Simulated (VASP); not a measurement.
Set up this calculation in VASP 6.6.1, as the native input.

```yaml
Task: single point
Functional: LDA
Potentials_or_basis: VASP PAW LDA potentials, release 64 (N, Al)
Cutoff: 520 eV
k_mesh: 9 × 9 × 1
Occupations: gaussian, width 0.05 eV
Spin: collinear spin
Starting_moments: "[0.0, 0.0, 0.0, 0.0, 3.0, 0.0, 0.0, 0.0, 0.0] μB"
Dipole_correction: yes
Further_INCAR_settings: ALGO = Normal; EDIFF = 1e-06; NBANDS = 32
```

The structure of Al4N5 lies in POSCAR:

```
Al4N5
1.0
    3.0886572978      0.0000000000      0.0000000000
   -1.5443286489      2.6748556835      0.0000000000
    0.0000000000      0.0000000000     23.4417423460
N Al
5 4
Direct
    0.3333333333      0.6666666666      0.1706357804
    0.6666666667      0.3333333334      0.2760679086
    0.3333333333      0.6666666666      0.3837737194
    0.6666666667      0.3333333334      0.4878740814
    0.3333333333      1.1666666667      0.5474174386
    0.6666666667      0.3333333334      0.1955203112
    0.3333333333      0.6666666666      0.3009524394
    0.6666666667      0.3333333334      0.4041582755
    0.3333333333      0.6666666666      0.5094221312
```

These files were run (other wordings do the same):

INCAR

```
SYSTEM = Al4N5
PREC = Accurate ; ENCUT = 520
EDIFF = 1E-6 ; ISMEAR = 0
SIGMA = 0.05 ; LREAL = .False.
LASPH = .True. ; NELM = 150
ALGO = Normal ; ISIF = 2
LWAVE = .False. ; LCHARG = .False.
ISPIN = 2 ; MAGMOM = 0 0 0 0 3 0 0 0 0
LORBIT = 11 ; LDIPOL = .True.
IDIPOL = 3 ; DIPOL = 0.5 0.5 0.364
GGA = CA ; NBANDS = 32
```

KPOINTS

```
regular mesh
0
Gamma
  9 9 1
  0 0 0
```

Potentials or basis: VASP PAW LDA potentials, release 64 (N, Al).

The run is started by

```console
$ cat potpaw_LDA.64/N/POTCAR potpaw_LDA.64/Al/POTCAR > POTCAR
$ mpirun -np 1 vasp_std > vasp.out
```

It gave:

- Largest force: 2.511 eV/Å
- Net moment: 0.41 μB per cell
- Site moments: N -0.01, +0.00, +0.01, +0.04, +0.23; Al -0.00, +0.00 (each value once) μB
- Valence electrons inside the program's atomic spheres: N 3.68, 3.83, 3.85, 3.82, 3.64; Al 0.84, 0.83, 0.90 (each value once)

Wall time 20 min on 1 thread of Intel(R) Xeon(R) 6975P-C (Granite Rapids) (shared host), peak memory 0.4 GiB.
